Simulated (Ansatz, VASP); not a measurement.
One calculation of WSe2, two programs

Contents of INCAR:

```
PREC = Accurate
ENCUT = 520
EDIFF = 1E-6
ISMEAR = 0
SIGMA = 0.05
LREAL = False
LASPH = True
NELM = 100
ALGO = Normal
ISIF = 2
LWAVE = False
LCHARG = False
LDIPOL = True
IDIPOL = 3
DIPOL = 0.5 0.5 0.388
GGA = PE
IVDW = 12
NBANDS = 35
```

KPOINTS

```
regular mesh
0
Gamma
  9 9 1
```

POSCAR

```
WSe2
1.0
    3.2854929709      0.0000000000      0.0000000000
   -1.6427464855      2.8453203767      0.0000000000
    0.0000000000      0.0000000000     24.2386466774
Se W
4 2
Direct
    0.3333333333      0.6666666667      0.1856539294
    0.3333333333      0.6666666667      0.3246601777
    0.6666666667      0.3333333333      0.4517299783
    0.6666666667      0.3333333333      0.5907362267
    0.6666666667      0.3333333333      0.2551570536
    0.3333333333      0.6666666667      0.5212331025
```

Input for Ansatz:

```yaml
crystal:
  lattice:
    - [3.2854929709, 0.0, 0.0]
    - [-1.6427464855, 2.8453203767, 0.0]
    - [0.0, 0.0, 24.2386466774]
  atoms:
    - { symbol: Se, position: [0.3333333333, 0.6666666667, 0.1856539294] }
    - { symbol: W, position: [0.6666666667, 0.3333333333, 0.2551570536] }
    - { symbol: Se, position: [0.3333333333, 0.6666666667, 0.3246601777] }
    - { symbol: Se, position: [0.6666666667, 0.3333333333, 0.4517299783] }
    - { symbol: W, position: [0.3333333333, 0.6666666667, 0.5212331025] }
    - { symbol: Se, position: [0.6666666667, 0.3333333333, 0.5907362267] }
basis:
  ecutwfc: 420
kpoints:
  mp_grid: { grid: [9, 9, 1] }
hamiltonian:
  xc: pbe
  pseudopotentials: { kind: paw, azcp: { folder: soft_1 } }
  dispersion: d3bj
scf:
  occupations: { method: gaussian, width: 0.05 }
output:
  forces: true
  eigenvalues: true
efield:
  axis: 3
  dipole_correction: true
  ramp_width: 0.04
```

Alike in both runs: task single point; functional PBE; dispersion D3(BJ); k mesh 9 × 9 × 1; occupations gaussian, width 0.05 eV; no spin polarisation.

|  | VASP | Ansatz |
| --- | --- | --- |
| version | VASP 6.6.1 | Ansatz 0.2.0 |
| potentials or method | VASP PAW PBE potentials, release 64 (Se, W_sv), cutoff 520 eV | scalar-relativistic, plane waves, PAW |
| valence electrons in the cell | 52 | 92 |

```tsv
	VASP	Ansatz	Ansatz less VASP
gap on the k mesh at the Fermi level (eV)	1.40	1.41	+0.005
least direct gap on the mesh (eV)	1.61	1.62	+0.004
rms of the force components (eV/Å)	0.019	0.007	-0.0115
```

VASP's potentials hold 52 valence electrons a cell and Ansatz's 92, so a difference there can come from the potentials and not from the codes.

Spin-orbit coupling is off throughout.
